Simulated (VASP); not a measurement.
# NiSb (P6_3/mmc) in VASP: further runs, part 2 of 2

VASP 6.6.1.

## Step 5: Single point, PBE (18.81 Å³/atom)

This run uses another cell than the first one, of 18.81 Å³/atom.

Input file INCAR:

```
ALGO = Normal
EDIFF = 1E-7
ENCUT = 520
GGA = PE
ISIF = 2
ISMEAR = -1
LASPH = T
LCHARG = F
LREAL = F
LWAVE = F
NBANDS = 23
NELM = 100
PREC = Accurate
SIGMA = 0.05
```

Input file KPOINTS:

```
k-points
0
Gamma
  10 10 7
```

Input file POSCAR:

```
NiSb
1.0
    4.0547962935      0.0000000000      0.0000000000
   -2.0273981468      3.5115565974      0.0000000000
    0.0000000000      0.0000000000      5.2852741911
Ni Sb
2 2
Direct
    0.0000000000      0.0000000000      0.0000000000
    0.0000000000      0.0000000000      0.5000000000
    0.3333333333      0.6666666667      0.2500000000
    0.6666666667      0.3333333333      0.7500000000
```

Potentials or basis: VASP PAW PBE potentials, release 64 (Ni, Sb).

Started as:

```console
$ cat potpaw_PBE.64/Ni/POTCAR potpaw_PBE.64/Sb/POTCAR > POTCAR
$ mpirun -np 1 vasp_std > vasp.out
```

OUTCAR:

```text
EDIFF = 1E-7
   ENCUT = 520
   GGA = PE
   ISIF = 2
   ISMEAR = -1
   LASPH = T
   LREAL = F
   NELM = 100
   PREC = Accurate

 ion  position               nearest neighbor table
   1  0.000  0.000  0.000-   2 2.64   2 2.64   4 2.69   3 2.69   4 2.69   3 2.69   4 2.69   3 2.69

   2  0.000  0.000  0.500-   1 2.64   1 2.64   4 2.69   3 2.69   4 2.69   3 2.69   4 2.69   3 2.69

   3  0.333  0.667  0.250-   1 2.69   2 2.69   1 2.69   2 2.69   1 2.69   2 2.69   4 3.53   4 3.53
                             4 3.53   4 3.53   4 3.53   4 3.53
   4  0.667  0.333  0.750-   1 2.69   2 2.69   1 2.69   2 2.69   1 2.69   2 2.69   3 3.53   3 3.53
                             3 3.53   3 3.53   3 3.53   3 3.53

  LATTYP: Found a hexagonal cell.
 ALAT       =     4.0547962935
 C/A-ratio  =     1.3034623218

  Lattice vectors:

 A1 = (   4.0547962935,   0.0000000000,   0.0000000000)
 A2 = (  -2.0273981468,   3.5115565974,   0.0000000000)
 A3 = (   0.0000000000,   0.0000000000,   5.2852741911)

Analysis of symmetry for initial positions (statically):
=====================================================================
 Subroutine PRICEL returns:
 Original cell was already a primitive cell.

 Routine SETGRP: Setting up the symmetry group for a
 hexagonal supercell.

 Subroutine GETGRP returns: Found 24 space group operations
 (whereof 12 operations were pure point group operations)
 out of a pool of 24 trial point group operations.

The static configuration has the point symmetry D_3d.
 The point group associated with its full space group is D_6h.

Analysis of symmetry for dynamics (positions and initial velocities):
=====================================================================
 Subroutine PRICEL returns:
 Original cell was already a primitive cell.

 Routine SETGRP: Setting up the symmetry group for a
 hexagonal supercell.

 Subroutine GETGRP returns: Found 24 space group operations
 (whereof 12 operations were pure point group operations)
 out of a pool of 24 trial point group operations.

The dynamic configuration has the point symmetry D_3d.
 The point group associated with its full space group is D_6h.

 Subroutine INISYM returns: Found 24 space group operations
 (whereof 12 operations are pure point group operations),
 and found     1 'primitive' translations

----------------------------------------------------------------------------------------

                                     Primitive cell

  volume of cell :      75.2552

  direct lattice vectors                    reciprocal lattice vectors
     4.054796293  0.000000000  0.000000000     0.246621514  0.142386997  0.000000000
    -2.027398147  3.511556597  0.000000000     0.000000000  0.284773995  0.000000000
     0.000000000  0.000000000  5.285274191     0.000000000  0.000000000  0.189204943

  length of vectors
     4.054796293  4.054796294  5.285274191     0.284773995  0.284773995  0.189204943

  position of ions in fractional coordinates (direct lattice)
     0.000000000  0.000000000  0.000000000
     0.000000000  0.000000000  0.500000000
     0.333333333  0.666666667  0.250000000
     0.666666667  0.333333333  0.750000000

  ion indices of the primitive-cell ions
   primitive index   ion index
[... 26 lines left out ...]
 Subroutine IBZKPT returns following result:
 ===========================================

 Found     56 irreducible k-points:

 Following reciprocal coordinates:
            Coordinates               Weight
  0.000000  0.000000  0.000000      1.000000
  0.100000  0.000000  0.000000      6.000000
  0.200000  0.000000  0.000000      6.000000
  0.300000  0.000000  0.000000      6.000000
  0.400000  0.000000  0.000000      6.000000
  0.500000 -0.000000  0.000000      3.000000
[... 16 lines left out ...]
  0.300000  0.100000  0.142857     24.000000
  0.400000  0.100000  0.142857     24.000000
 [... further k-points ...]
   k-points           NKPTS =     56   k-points in BZ     NKDIM =     56   number of bands    NBANDS=     23
   number of dos      NEDOS =    301   number of ions     NIONS =      4
   total plane-waves  NPLWV =  36000
   dimension x,y,z NGX =    30 NGY =   30 NGZ =   40
   dimension x,y,z NGXF=    60 NGYF=   60 NGZF=   80
   ions per type =               2   2
   NGX,Y,Z   is equivalent  to a cutoff of  12.30, 12.30, 12.58 a.u.
   NGXF,Y,Z  is equivalent  to a cutoff of  24.60, 24.60, 25.16 a.u.
 SYSTEM =  unknown system
   PREC   = accura    normal or accurate (medium, high low for compatibility)
   ISTART =      0    job   : 0-new  1-cont  2-samecut
   ICHARG =      2    charge: 1-file 2-atom 10-const
   ISPIN  =      1    spin polarized calculation?
   LNONCOLLINEAR =      F non collinear calculations
   LSORBIT =      F    spin-orbit coupling
   LASPH  =      T    aspherical Exc in radial PAW
   ENCUT  =  520.0 eV  38.22 Ry    6.18 a.u.   7.54  7.54  9.83*2*pi/ulx,y,z
   NELM   =    100;   NELMIN=  2; NELMDL= -5     # of ELM steps
   EDIFF  = 0.1E-06   stopping-criterion for ELM
   LREAL  =      F    real-space projection
   EDIFFG = 0.1E-05   stopping-criterion for IOM
   NSW    =      0    number of steps for IOM
   IBRION =     -1    ionic relax: 0-MD 1-quasi-New 2-CG
   NFREE  =      0    steps in history (QN), initial steepest desc. (CG)
   ISIF   =      2    stress and relaxation
   ISYM   =      2    0-nonsym 1-usesym 2-fastsym
   POTIM  = 0.5000    time-step for ionic-motion
   TEBEG  =    0.0;   TEEND  =   0.0 temperature during run
   PSTRESS=    0.0 pullay stress
   NELECT =      30.0000    total number of electrons
   NUPDOWN=      -1.0000    fix difference up-down
   EMIN   =  10.00;   EMAX   =-10.00  energy-range for DOS
   EFERMI =   0.00;   METHOD = LEGACY
   ISMEAR =    -1;   SIGMA  =   0.05  broadening in eV -4-tet -1-fermi 0-gaus
   EFERMI_NEDOS =   21; number of points for ismear=-14 and -15
   IALGO  =     38    algorithm
   IMIX   =      4    mixing-type and parameters
     AMIX     =   0.40;   BMIX     =  1.00
     AMIX_MAG =   1.60;   BMIX_MAG =  1.00
  volume/ion in A,a.u.               =      18.81       126.96
  Fermi-wavevector in a.u.,A,eV,Ry     =   1.204860  2.276855 19.751402  1.451687
  Thomas-Fermi vector in A             =   2.340573
   LORBIT       =      0    0 simple, 1 ext, 2 COOP (PROOUT), +10 PAW based schemes
   GGA     = PE    functional components
   LHFCALC =     F    Hartree Fock is set to
   AEXX    =    0.0000 exact exchange contribution
   IVDW    =     0    specifies the selected vdW correction
   LEPSILON=     F    determine dielectric tensor
   LRPA    =     F    only Hartree local field effects (RPA)
 non-spin polarized calculation
  energy-cutoff  :      520.00
  volume of cell :       75.26
 maximum number of plane-waves:      2047
   NGX = 15   NGY = 15   NGZ = 19

 number of electron      29.9999974 magnetization

 Free energy of the ion-electron system (eV)
  ---------------------------------------------------
  ext. energy  EPLUGINS =         0.00000000
  ---------------------------------------------------
  free energy    TOTEN  =       -20.22031834 eV

  energy without entropy =      -20.19872555  energy(sigma->0) =      -20.20952195

 E-fermi :   8.6593     XC(G=0): -11.0620

 val. band max:        8.6486400143   @ k =   0.3000   0.3000   0.0000
 cond. band min:       8.6690618378   @ k =   0.1000   0.0000   0.1429
 fundamental gap:      0.0204218235
 Fermi energy:         8.6593241888

 k-point     1 :       0.0000    0.0000    0.0000
  band No.  band energies     occupation
      1      -3.5285      2.00000
      2       0.4272      2.00000
      3       3.0467      2.00000
      4       5.2266      2.00000
      5       5.2266      2.00000
      6       5.9542      2.00000
[... 613 lines left out ...]
     22      16.6925      0.00000
     23      17.9146      0.00000

 [... further k-points ...]

------------------------ aborting loop because EDIFF is reached ----------------------------------------

  FORCE on cell =-STRESS in cart. coord.  units (eV):
  Direction    XX          YY          ZZ          XY          YZ          ZX
  --------------------------------------------------------------------------------------
  -------------------------------------------------------------------------------------
  Total       -2.8742138     -2.8742138     -2.9281159      0.0000000      0.0000000     -0.0000000
  in kB      -61.1918261    -61.1918261    -62.3393997      0.0000000      0.0000000     -0.0000000
  external PRESSURE =     -61.5743506 kB  Pullay stress =       0.0000000 kB

 VOLUME and BASIS-vectors are now :
 -----------------------------------------------------------------------------
  energy-cutoff  :      520.00
  volume of cell :       75.26
      direct lattice vectors                 reciprocal lattice vectors
     4.054796293  0.000000000  0.000000000     0.246621514  0.142386997  0.000000000
    -2.027398147  3.511556597  0.000000000     0.000000000  0.284773995  0.000000000
     0.000000000  0.000000000  5.285274191     0.000000000  0.000000000  0.189204943

 POSITION                                       TOTAL-FORCE (eV/Angst)
 -----------------------------------------------------------------------------------
      0.00000      0.00000      0.00000        -0.000000      0.000000     -0.000000
      0.00000      0.00000      2.64264        -0.000000      0.000000     -0.000000
     -0.00000      2.34104      1.32132         0.000000     -0.000000      0.000000
      2.02740      1.17052      3.96396        -0.000000      0.000000      0.000000
 -----------------------------------------------------------------------------------
    total drift:                               -0.000000     -0.000000     -0.000000

  FREE ENERGIE OF THE ION-ELECTRON SYSTEM (eV)
  ---------------------------------------------------
  free  energy   TOTEN  =       -20.2203183434 eV

  energy  without entropy=      -20.1987255533  energy(sigma->0) =      -20.20952195
```

OSZICAR:

```text
N       E                     dE             d eps       ncg     rms          rms(c)
DAV:   1     0.164772952207E+03    0.16477E+03   -0.12082E+04  2576   0.130E+03
DAV:   2    -0.126880444866E+02   -0.17746E+03   -0.16862E+03  2667   0.273E+02
DAV:   3    -0.214380682371E+02   -0.87500E+01   -0.84843E+01  3222   0.742E+01
DAV:   4    -0.216243093816E+02   -0.18624E+00   -0.18594E+00  2830   0.102E+01
DAV:   5    -0.216307308048E+02   -0.64214E-02   -0.64211E-02  3565   0.200E+00    0.127E+01
DAV:   6    -0.251845670673E+02   -0.35538E+01   -0.28644E+01  2884   0.925E+01    0.195E+01
DAV:   7    -0.202608978412E+02    0.49237E+01   -0.11155E+01  3010   0.646E+01    0.305E+00
DAV:   8    -0.202656100651E+02   -0.47122E-02   -0.11114E+00  3727   0.103E+01    0.251E+00
DAV:   9    -0.202203830266E+02    0.45227E-01   -0.20250E-01  3032   0.675E+00    0.487E-01
DAV:  10    -0.202204566206E+02   -0.73594E-04   -0.51798E-03  3091   0.732E-01    0.384E-01
DAV:  11    -0.202203215962E+02    0.13502E-03   -0.88375E-04  2877   0.207E-01    0.711E-02
DAV:  12    -0.202203306374E+02   -0.90412E-05   -0.18936E-04  3968   0.160E-01    0.658E-02
DAV:  13    -0.202203205383E+02    0.10099E-04   -0.17914E-05  3524   0.469E-02    0.258E-02
DAV:  14    -0.202203191690E+02    0.13694E-05   -0.73025E-06  2950   0.172E-02    0.885E-03
DAV:  15    -0.202203182657E+02    0.90330E-06   -0.61316E-07  2983   0.586E-03    0.385E-03
DAV:  16    -0.202203183434E+02   -0.77736E-07   -0.25828E-08  1827   0.221E-03
   1 F= -.20220318E+02 E0= -.20209522E+02  d E =-.215928E-01
```

stdout:

```text
POSCAR found type information on POSCAR NiSb
 POSCAR found :  2 types and       4 ions
 scaLAPACK will be used
 LDA part: xc-table for (Slater+PW92), standard interpolation
 POSCAR, INCAR and KPOINTS ok, starting setup
 FFT: planning ... GRIDC
 FFT: planning ... GRID_SOFT
 FFT: planning ... GRID
 WAVECAR not read
 entering main loop
```

It took 2.1 min on 1 thread of AMD EPYC 7R13, shared host; peak memory 0.21 GiB.

What came out:

| Item | Value |
| --- | --- |
| Free energy | -20.2203 eV |
| Pressure | -6.2 GPa |
| Band gap on the k mesh | zero (bands 15 and 16 overlap by 2.65 eV) |

Stress tensor (GPa, compression positive):
```
-6.12  0.00  0.00
 0.00 -6.12  0.00
 0.00  0.00 -6.23
```

Levels at points of the mesh, in eV from the Fermi level:
```tsv
k point	band 13	band 14	band 15	band 16	band 17	band 18
(0.00, 0.00, 0.00)	0.02	0.59	0.59	2.29	2.29	3.09
(0.50, 0.00, 0.00)	-1.34	-1.16	-1.10	-0.43	1.08	3.43
```

Caveat: the cell stands under tension; spin-orbit coupling is left out, which moves the levels of the heavy elements.

## Step 6: The runs side by side

| cell | gap on the mesh (eV) | pressure (GPa) |
| --- | --- | --- |
| a = 3.875, b = 3.875, c = 5.051 Å, angles 90.0, 90.0, 120.0°, 4 atoms | none | 9.5 |
| a = 3.928, b = 3.928, c = 5.120 Å, angles 90.0, 90.0, 120.0°, 4 atoms | none | 3.7 |
| a = 3.980, b = 3.980, c = 5.187 Å, angles 90.0, 90.0, 120.0°, 4 atoms | none | -0.9 |
| a = 4.055, b = 4.055, c = 5.285 Å, angles 90.0, 90.0, 120.0°, 4 atoms | none | -6.2 |

Alike in all rows: task single point; level PBE; potentials or basis VASP PAW PBE potentials, release 64 (Ni, Sb); no spin polarisation; k mesh 10 × 10 × 7; cutoff (eV) 520; smearing fermi-dirac 0.05 eV.

Caveats: spin-orbit coupling is left out, which moves the levels of the heavy elements; the cell stands under pressure (at least some runs); the cell stands under tension (at least some runs).

Total energies depend on the potentials used, so only differences within one code and one set of settings carry meaning.

The gap in the log of VASP goes by the Fermi energy; the results here count the filled bands.